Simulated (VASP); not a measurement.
# SiC: single point with PBE

SiC:

```
Si C
1.0
     3.09637    0.00000    0.00000
    -1.54818    2.68153    0.00000
     0.00000    0.00000    5.08143
Si C
2 2
Cartesian
  0.0000 1.7877 0.0000
  1.5482 0.8938 2.5407
  0.0000 1.7877 1.9564
  1.5482 0.8938 4.4971
```

This cell differs from its parent crystal: volume scaled by 1.02.

* Program: VASP 6.6.1
* Task: single point
* Functional: PBE
* Potentials or basis: VASP PAW PBE potentials, release 64 (Si, C)
* Cutoff: 520 eV
* k mesh: 15 × 15 × 8
* Occupations: fermi-dirac, width 0.08 eV
* Spin: no spin polarisation
* Dipole correction: no
* Further INCAR settings: ALGO = Normal; EDIFF = 1e-06; NBANDS = 16

```
Pressure               : -0.7 GPa
Largest force          : 0.723 eV/Å
Band gap on the k mesh : 2.36 eV, indirect (least direct gap 4.05 eV)
```

Forces on the atoms (eV/Å):
```
Si   0.000  0.000  0.723
Si   0.000  0.000  0.723
C    0.000  0.000 -0.723
C    0.000  0.000 -0.723
```

Stress tensor (GPa, compression positive):
```
 0.67  0.00  0.00
 0.00  0.67  0.00
 0.00  0.00 -3.38
```

Levels at points of the mesh, in eV from the valence-band top:
```csv
k point,band 6,band 7,band 8,band 9,band 10,band 11
"(0.00, 0.00, 0.00)",-0.28,-0.28,0.00,4.45,5.82,6.39
"(0.00, 0.00, 0.50)",-0.96,-0.96,-0.96,5.54,5.54,7.06
```

Run time: 23 s on 1 thread of Intel(R) Xeon(R) 6975P-C (Granite Rapids), with other jobs on the host, peak memory 0.2 GiB.

 A k mesh can miss the band edges.
